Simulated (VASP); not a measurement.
Write the native input for VASP 6.6.1 that does the following.

* Task: single point
* Functional: PBE
* Potentials or basis: VASP PAW PBE potentials, release 64 (Cd, Te)
* Cutoff: 520 eV
* k mesh: 8 × 8 × 8
* Occupations: gaussian, width 0.05 eV
* Spin: no spin polarisation
* Dipole correction: no
* Further INCAR settings: ALGO = Normal; EDIFF = 1e-06; NBANDS = 16

The structure of CdTe lies in POSCAR:

```
CdTe
1.0
    0.0000000000      3.1088500000      3.2050000000
    3.1088500000      0.0000000000      3.2050000000
    3.1088500000      3.1088500000      0.0000000000
Cd Te
1 1
Direct
    0.0000000000      0.0000000000      0.0000000000
    0.7500000000      0.7500000000      0.7500000000
```

This cell differs from its parent crystal: strain -0.030 along x and y, +0.000 along z.

One way to write it, as run:

INCAR

```
PREC = Accurate ; ENCUT = 520
EDIFF = 1E-6 ; ISMEAR = 0
SIGMA = 0.05 ; LREAL = False
LASPH = True ; NELM = 80
ALGO = Normal ; ISIF = 2
LWAVE = False ; LCHARG = True
GGA = PE ; LELF = True
LVHAR = True ; NBANDS = 16
```

KPOINTS

```
Automatic mesh
0
Gamma
  8 8 8
```

Potentials or basis: VASP PAW PBE potentials, release 64 (Cd, Te).

Command:

```console
$ cat potpaw_PBE.64/Cd/POTCAR potpaw_PBE.64/Te/POTCAR > POTCAR
$ mpirun -np 1 vasp_std > vasp.out
```

It gave:

```json
{
 "Pressure": "8.2 GPa",
 "Band gap on the k mesh": "1.02 eV, direct"
}
```

Caveat: the cell differs from its parent crystal (strain -0.030 along x and y, +0.000 along z); spin-orbit coupling is left out, which moves the levels of the heavy elements.

It took 49 s on 1 thread of Intel(R) Xeon(R) Platinum 8259CL CPU @ 2.50GHz (Skylake/Cascade Lake), on a shared host, peak memory 0.24 GiB.
